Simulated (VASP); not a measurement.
# Li (P6_3/mmc) in VASP: further runs

Runs on Li. Level: PBEsol. Tasks: single point, relaxation of cell and atoms.

Everything below comes from runs of VASP 6.6.1. Logs are shortened: lines on timing, memory, paths and dates and some standing lists are left out, and cuts for length are marked.

### Step 1. The cell of the first run

The structure is hexagonal, space group P6_3/mmc (No. 194). Conventional cell: a = 3.175 Å, b = 3.175 Å, c = 5.179 Å, α = 90.00°, β = 90.00°, γ = 120.00°. Within 4.2 Å of Li (site symmetry -6m2) lie 12 Li at 3.17 Å.

This isn't the form of Li at room conditions, which is bcc.

### Step 2. Single point, PBEsol (22.60 Å³/atom)

Input file INCAR:

```
SYSTEM = Li
PREC = Accurate ; ENCUT = 520
EDIFF = 1E-6 ; ISMEAR = -1
SIGMA = 0.1 ; LREAL = .FALSE.
LASPH = .TRUE. ; NELM = 60
ALGO = Normal ; ISIF = 2
LWAVE = .FALSE. ; LCHARG = .TRUE.
GGA = PS ; LELF = .TRUE.
LVHAR = .TRUE. ; NBANDS = 10
```

Input file KPOINTS:

```
regular mesh
0
G
  13 13 7
  0 0 0
```

Input file POSCAR:

```
Li
1.0
    3.1747716666      0.0000000000      0.0000000000
   -1.5873858333      2.7494329145      0.0000000000
    0.0000000000      0.0000000000      5.1788255892
Li
2
Direct
    0.3333333333      0.6666666667      0.2500000000
    0.6666666667      0.3333333333      0.7500000000
```

Potentials or basis: VASP PAW PBE potentials, release 64 (Li_sv).

Started as:

```bash
$ cat potpaw_PBE.64/Li_sv/POTCAR > POTCAR
$ mpirun -np 1 vasp_std > vasp.out
```

OUTCAR:

```text
SYSTEM = Li
   PREC = Accurate
   ENCUT = 520
   EDIFF = 1E-6
   ISMEAR = -1
   LREAL = .FALSE.
   LASPH = .TRUE.
   NELM = 60
   ISIF = 2
   GGA = PS

 ion  position               nearest neighbor table
   1  0.333  0.667  0.250-
   2  0.667  0.333  0.750-

  LATTYP: Found a hexagonal cell.
 ALAT       =     3.1747716666
 C/A-ratio  =     1.6312434824

  Lattice vectors:

 A1 = (   3.1747716666,   0.0000000000,   0.0000000000)
 A2 = (  -1.5873858333,   2.7494329145,   0.0000000000)
 A3 = (   0.0000000000,   0.0000000000,   5.1788255892)

Analysis of symmetry for initial positions (statically):
=====================================================================
 Subroutine PRICEL returns:
 Original cell was already a primitive cell.

 Routine SETGRP: Setting up the symmetry group for a
 hexagonal supercell.

 Subroutine GETGRP returns: Found 24 space group operations
 (whereof 12 operations were pure point group operations)
 out of a pool of 24 trial point group operations.

The static configuration has the point symmetry D_3d.
 The point group associated with its full space group is D_6h.

Analysis of symmetry for dynamics (positions and initial velocities):
=====================================================================
 Subroutine PRICEL returns:
 Original cell was already a primitive cell.

 Routine SETGRP: Setting up the symmetry group for a
 hexagonal supercell.

 Subroutine GETGRP returns: Found 24 space group operations
 (whereof 12 operations were pure point group operations)
 out of a pool of 24 trial point group operations.

The dynamic configuration has the point symmetry D_3d.
 The point group associated with its full space group is D_6h.

 Subroutine INISYM returns: Found 24 space group operations
 (whereof 12 operations are pure point group operations),
 and found     1 'primitive' translations

----------------------------------------------------------------------------------------

                                     Primitive cell

  volume of cell :      45.2050

  direct lattice vectors                    reciprocal lattice vectors
     3.174771667  0.000000000  0.000000000     0.314983282  0.181855683  0.000000000
    -1.587385833  2.749432914  0.000000000     0.000000000  0.363711366  0.000000000
     0.000000000  0.000000000  5.178825589     0.000000000  0.000000000  0.193093971

  length of vectors
     3.174771667  3.174771667  5.178825589     0.363711366  0.363711366  0.193093971

  position of ions in fractional coordinates (direct lattice)
     0.333333333  0.666666667  0.250000000
     0.666666667  0.333333333  0.750000000

  ion indices of the primitive-cell ions
   primitive index   ion index
                 1           1
                 2           2

----------------------------------------------------------------------------------------

 KPOINTS: regular mesh

Automatic generation of k-mesh.
 Grid dimensions read from file:
 generate k-points for:   13   13    7

 Generating k-lattice:

  Cartesian coordinates                     Fractional coordinates (reciprocal lattice)
     0.024229483  0.013988899  0.000000000     0.076923077  0.000000000  0.000000000
     0.000000000  0.027977797  0.000000000     0.000000000  0.076923077  0.000000000
     0.000000000  0.000000000  0.027584853     0.000000000  0.000000000  0.142857143

  Length of vectors
     0.027977797  0.027977797  0.027584853

  Shift w.r.t. Gamma in fractional coordinates (k-lattice)
     0.000000000  0.000000000  0.000000000

 Subroutine IBZKPT returns following result:
 ===========================================

 Found     84 irreducible k-points:

 Following reciprocal coordinates:
            Coordinates               Weight
  0.000000  0.000000  0.000000      1.000000
  0.076923  0.000000  0.000000      6.000000
  0.153846 -0.000000  0.000000      6.000000
  0.230769 -0.000000  0.000000      6.000000
  0.307692 -0.000000  0.000000      6.000000
  0.384615 -0.000000  0.000000      6.000000
[... 16 lines left out ...]
  0.076923  0.000000  0.142857     12.000000
  0.153846 -0.000000  0.142857     12.000000
 [... further k-points ...]
   k-points           NKPTS =     84   k-points in BZ     NKDIM =     84   number of bands    NBANDS=     10
   number of dos      NEDOS =    301   number of ions     NIONS =      2
   total plane-waves  NPLWV =  23040
   dimension x,y,z NGX =    24 NGY =   24 NGZ =   40
   dimension x,y,z NGXF=    48 NGYF=   48 NGZF=   80
   ions per type =               2
   NGX,Y,Z   is equivalent  to a cutoff of  12.57, 12.57, 12.84 a.u.
   NGXF,Y,Z  is equivalent  to a cutoff of  25.14, 25.14, 25.68 a.u.
 SYSTEM =  Li
   PREC   = accura    normal or accurate (medium, high low for compatibility)
   ISTART =      0    job   : 0-new  1-cont  2-samecut
   ICHARG =      2    charge: 1-file 2-atom 10-const
   ISPIN  =      1    spin polarized calculation?
   LNONCOLLINEAR =      F non collinear calculations
   LSORBIT =      F    spin-orbit coupling
   LASPH  =      T    aspherical Exc in radial PAW
   ENCUT  =  520.0 eV  38.22 Ry    6.18 a.u.   5.90  5.90  9.63*2*pi/ulx,y,z
   NELM   =     60;   NELMIN=  2; NELMDL= -5     # of ELM steps
   EDIFF  = 0.1E-05   stopping-criterion for ELM
   LREAL  =      F    real-space projection
   EDIFFG = 0.1E-04   stopping-criterion for IOM
   NSW    =      0    number of steps for IOM
   IBRION =     -1    ionic relax: 0-MD 1-quasi-New 2-CG
   NFREE  =      0    steps in history (QN), initial steepest desc. (CG)
   ISIF   =      2    stress and relaxation
   ISYM   =      2    0-nonsym 1-usesym 2-fastsym
   POTIM  = 0.5000    time-step for ionic-motion
   TEBEG  =    0.0;   TEEND  =   0.0 temperature during run
   PSTRESS=    0.0 pullay stress
   NELECT =       6.0000    total number of electrons
   NUPDOWN=      -1.0000    fix difference up-down
   EMIN   =  10.00;   EMAX   =-10.00  energy-range for DOS
   EFERMI =   0.00;   METHOD = LEGACY
   ISMEAR =    -1;   SIGMA  =   0.10  broadening in eV -4-tet -1-fermi 0-gaus
   EFERMI_NEDOS =   21; number of points for ismear=-14 and -15
   IALGO  =     38    algorithm
   IMIX   =      4    mixing-type and parameters
     AMIX     =   0.40;   BMIX     =  1.00
     AMIX_MAG =   1.60;   BMIX_MAG =  1.00
  volume/ion in A,a.u.               =      22.60       152.53
  Fermi-wavevector in a.u.,A,eV,Ry     =   0.835083  1.578078  9.488207  0.697364
  Thomas-Fermi vector in A             =   1.948582
   LORBIT       =      0    0 simple, 1 ext, 2 COOP (PROOUT), +10 PAW based schemes
   GGA     = PS    functional components
   LHFCALC =     F    Hartree Fock is set to
   AEXX    =    0.0000 exact exchange contribution
   IVDW    =     0    specifies the selected vdW correction
   LEPSILON=     F    determine dielectric tensor
   LRPA    =     F    only Hartree local field effects (RPA)
 non-spin polarized calculation
  energy-cutoff  :      520.00
  volume of cell :       45.21
 maximum number of plane-waves:      1232
 NGX is ok and might be reduce to    24
   NGX = 11   NGY = 11   NGZ = 19

 number of electron       6.0000009 magnetization

 Free energy of the ion-electron system (eV)
  ---------------------------------------------------
  ext. energy  EPLUGINS =         0.00000000
  ---------------------------------------------------
  free energy    TOTEN  =        -3.93043615 eV

  energy without entropy =       -3.89547135  energy(sigma->0) =       -3.91295375

 E-fermi :   0.3327     XC(G=0):  -6.7573

 val. band max:        0.3132700917   @ k =   0.1538  -0.0000   0.1429
 cond. band min:       0.3396686252   @ k =   0.3077   0.2308   0.1429
 fundamental gap:      0.0263985335
 Fermi energy:         0.3326560317

 k-point     1 :       0.0000    0.0000    0.0000
  band No.  band energies     occupation
      1     -45.7627      2.00000
      2     -45.7505      2.00000
      3      -3.0725      2.00000
      4       0.3714      0.80847
      5       2.9430      0.00000
      6      11.8923      0.00000
      7      11.8923      0.00000
      8      13.2021      0.00000
      9      13.2022      0.00000
     10      13.7847      0.00000

 k-point     2 :       0.0769    0.0000    0.0000
  band No.  band energies     occupation
      1     -45.7620      2.00000
      2     -45.7501      2.00000
      3      -2.9821      2.00000
      4       0.4868      0.35272
      5       2.9839      0.00000
      6      10.9583      0.00000
      7      11.2730      0.00000
      8      13.1657      0.00000
      9      13.5624      0.00000
     10      13.6817      0.00000

 k-point     3 :       0.1538   -0.0000    0.0000
  band No.  band energies     occupation
      1     -45.7602      2.00000
      2     -45.7493      2.00000
      3      -2.7115      2.00000
      4       0.8324      0.01342
      5       3.0965      0.00000
      6       9.1830      0.00000
      7      10.3363      0.00000
      8      12.9804      0.00000
      9      13.0879      0.00000
     10      13.6071      0.00000

 k-point     4 :       0.2308   -0.0000    0.0000
  band No.  band energies     occupation
      1     -45.7577      2.00000
      2     -45.7483      2.00000
      3      -2.2604      2.00000
      4       1.4070      0.00004
      5       3.2278      0.00000
      6       7.4272      0.00000
      7       9.5090      0.00000
      8      11.5573      0.00000
      9      11.6752      0.00000
     10      13.0584      0.00000
[... 222 lines left out ...]
 k-point    22 :       0.0000    0.0000    0.1429
  band No.  band energies     occupation
      1     -45.7621      2.00000
      2     -45.7510      2.00000
      3      -2.9847      2.00000
      4      -0.1032      1.97473
      5       3.6206      0.00000
      6      11.9746      0.00000
      7      11.9747      0.00000
      8      12.7536      0.00000
      9      13.1996      0.00000
     10      13.1997      0.00000

 k-point    23 :       0.0769    0.0000    0.1429
  band No.  band energies     occupation
      1     -45.7614      2.00000
      2     -45.7507      2.00000
      3      -2.8944      2.00000
      4       0.0016      1.92958
      5       3.6712      0.00000
      6      11.0373      0.00000
      7      11.3660      0.00000
      8      12.6502      0.00000
      9      13.2891      0.00000
     10      13.4548      0.00000

 k-point    24 :       0.1538   -0.0000    0.1429
  band No.  band energies     occupation
      1     -45.7597      2.00000
      2     -45.7498      2.00000
      3      -2.6235      2.00000
      4       0.3133      1.09663
      5       3.8144      0.00000
      6       9.2617      0.00000
      7      10.4370      0.00000
      8      12.4164      0.00000
      9      12.5872      0.00000
     10      13.2733      0.00000

 [... further k-points ...]
[... 5 lines left out ...]
  --------------------------------------------------------------------------------------
  -------------------------------------------------------------------------------------
  Total       -0.3864704     -0.3864704     -0.3424664      0.0000000      0.0000000      0.0000000
  in kB      -13.6974564    -13.6974564    -12.1378449      0.0000000      0.0000000      0.0000000
  external PRESSURE =     -13.1775859 kB  Pullay stress =       0.0000000 kB

 VOLUME and BASIS-vectors are now :
 -----------------------------------------------------------------------------
  energy-cutoff  :      520.00
  volume of cell :       45.21
      direct lattice vectors                 reciprocal lattice vectors
     3.174771667  0.000000000  0.000000000     0.314983282  0.181855683  0.000000000
    -1.587385833  2.749432914  0.000000000     0.000000000  0.363711366  0.000000000
     0.000000000  0.000000000  5.178825589     0.000000000  0.000000000  0.193093971

 POSITION                                       TOTAL-FORCE (eV/Angst)
 -----------------------------------------------------------------------------------
     -0.00000      1.83296      1.29471        -0.000000     -0.000000      0.000000
      1.58739      0.91648      3.88412         0.000000      0.000000      0.000000
 -----------------------------------------------------------------------------------
    total drift:                               -0.000000      0.000000      0.000000

  FREE ENERGIE OF THE ION-ELECTRON SYSTEM (eV)
  ---------------------------------------------------
  free  energy   TOTEN  =        -3.9304361455 eV

  energy  without entropy=       -3.8954713539  energy(sigma->0) =       -3.91295375
```

It took 30 s on 1 thread of Intel Xeon 8259CL, shared host; peak memory 0.16 GiB.

What came out:

* Free energy: -3.9304 eV
* Band gap on the k mesh: zero (bands 3 and 4 overlap by 3.55 eV)

Caveat: the cutoff is under 1.25 times the usual one of these potentials, so pressure, stress and relaxed cells hold a basis-set (Pulay) error; the PAW data sets were made with another functional, which shifts forces and pressure a little.

(Part 1 of 2 ends here.)
